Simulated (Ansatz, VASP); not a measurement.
# As: VASP beside Ansatz

INCAR

```
  PREC = Accurate
  ENCUT = 600
  EDIFF = 1E-6
  ISMEAR = 0
  SIGMA = 0.1
  LREAL = False
  LASPH = True
  NELM = 80
  ALGO = Normal
  ISIF = 3
  LWAVE = False
  LCHARG = False
  GGA = PS
  IBRION = 2
  NSW = 100
  EDIFFG = -0.01
```

File KPOINTS:

```
Automatic mesh
0
Gamma
  18 18 18
```

File POSCAR:

```
As
1.0
    1.8797494575      1.0852738553      3.4857700000
   -1.8797494575      1.0852738553      3.4857700000
    0.0000000000     -2.1705477106      3.4857700000
As
2
Direct
    0.2275400000      0.2275400000      0.2275400000
    0.7724600000      0.7724600000      0.7724600000
```

Input for Ansatz:

```yaml
crystal:
  lattice:
    - [1.8797494575, 1.0852738553, 3.48577]
    - [-1.8797494575, 1.0852738553, 3.48577]
    - [0.0, -2.1705477106, 3.48577]
  atoms:
    - { symbol: As, position: [0.22754, 0.22754, 0.22754] }
    - { symbol: As, position: [0.77246, 0.77246, 0.77246] }
basis:
  ecutwfc: 420
kpoints:
  mp_grid: { grid: [18, 18, 18] }
hamiltonian:
  xc: pbesol
scf:
  occupations: { method: gaussian, width: 0.1 }
output:
  forces: true
  stress: true
  eigenvalues: true
relax:
  adjacent_minimum: "off"
  f_tol: 0.01
  max_steps: 80
  cell: { stress_tol: 0.05 }
```

Alike in both runs: task relaxation of cell and atoms; functional PBEsol; k mesh 18 × 18 × 18; occupations gaussian, width 0.1 eV; no spin polarisation.

|  | VASP | Ansatz |
| --- | --- | --- |
| version | VASP 6.6.1 | Ansatz 0.2.0 |
| potentials or method | VASP PAW PBE potentials, release 64 (As), cutoff 600 eV | scalar-relativistic, plane waves, PAW |
| valence electrons in the cell | 10 | 30 |

```tsv
	VASP	Ansatz	Ansatz less VASP
gap on the k mesh at the Fermi level, each at its own relaxed structure (eV)	none	none	-
relaxed volume (Å³/atom)	20.89	20.85	-0.041
relaxed cell length with the largest relative difference (Å)	4.011	4.013	+0.0024
```

VASP's potentials were made for PBE, not for PBEsol. A gap of «none» marks a metal or a gap that the smearing closes. VASP's potentials hold 10 valence electrons a cell and Ansatz's 30, so a difference there can come from the potentials and not from the codes.
